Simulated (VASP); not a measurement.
Write the native input for VASP 6.6.1 that does the following.

* Task: single point
* Functional: PBE
* Potentials or basis: VASP PAW PBE potentials, release 64 (Ta_pv, K_sv, O)
* Cutoff: 520 eV
* k mesh: 7 × 7 × 7
* Occupations: fermi-dirac, width 0.05 eV
* Spin: no spin polarisation
* Dipole correction: no
* Further INCAR settings: ALGO = Normal; EDIFF = 1e-06; NBANDS = 27

The structure of KTaO3 lies in POSCAR:

```
KTaO3
1.0
    4.0243760762      0.0000000000      0.0000000000
    0.0000000000      4.0243760762      0.0000000000
    0.0000000000      0.0000000000      4.0243760762
Ta K O
1 1 3
Direct
    0.0000000000      0.0000000000      0.0000000000
    0.5000000000      0.5000000000      0.5000000000
    0.0000000000      0.0000000000      0.5000000000
    0.0000000000      0.5000000000      0.0000000000
    0.5000000000      0.0000000000      0.0000000000
```

One way to write it, as run:

INCAR

```
SYSTEM = KTaO3
PREC = Accurate
ENCUT = 520
EDIFF = 1E-6
ISMEAR = -1
SIGMA = 0.05
LREAL = .FALSE.
LASPH = .TRUE.
NELM = 60
ALGO = Normal
ISIF = 2
LWAVE = .FALSE.
LCHARG = .FALSE.
GGA = PE
NBANDS = 27
```

KPOINTS

```
regular mesh
0
G
  7 7 7
  0 0 0
```

Potentials or basis: VASP PAW PBE potentials, release 64 (Ta_pv, K_sv, O).

Launch:

```sh
$ cat potpaw_PBE.64/Ta_pv/POTCAR potpaw_PBE.64/K_sv/POTCAR potpaw_PBE.64/O/POTCAR > POTCAR
$ mpirun -np 1 vasp_std > vasp.out
```

It gave:

* Pressure: 0.6 GPa
* Band gap on the k mesh: 2.17 eV (least direct gap 2.75 eV)

Caveat: spin-orbit coupling is left out, which moves the levels of the heavy elements; an odd mesh through Γ misses points on the zone boundary, where band edges can lie.

Run time: 49 s on 1 thread of Intel Xeon 8259CL (shared host), peak memory 0.19 GiB.
